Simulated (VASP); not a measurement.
A run of VASP 6.6.1 is set up as follows.

INCAR

```
PREC = Accurate ; ENCUT = 520
EDIFF = 1E-7 ; ISMEAR = 0
SIGMA = 0.1 ; LREAL = False
LASPH = True ; NELM = 60
ALGO = Normal ; ISIF = 2
LWAVE = False ; LCHARG = False
GGA = PE ; NBANDS = 14
```

File KPOINTS:

```
regular mesh
0
Gamma
  14 14 10
```

Contents of POSCAR:

```
TiAl
1.0
    2.8216407387      0.0000000000      0.0000000000
    0.0000000000      2.8216407387      0.0000000000
    0.0000000000      0.0000000000      4.0782742136
Ti Al
1 1
Direct
    0.5000000000      0.5000000000      0.5000000000
    0.0000000000      0.0000000000      0.0000000000
```

Potentials or basis: VASP PAW PBE potentials, release 64 (Ti_sv, Al).

Launch:

```bash
$ cat potpaw_PBE.64/Ti_sv/POTCAR potpaw_PBE.64/Al/POTCAR > POTCAR
$ mpirun -np 1 vasp_std > vasp.out
```

(1) Estimate the pressure.

Answers

(1) -0.1 GPa.
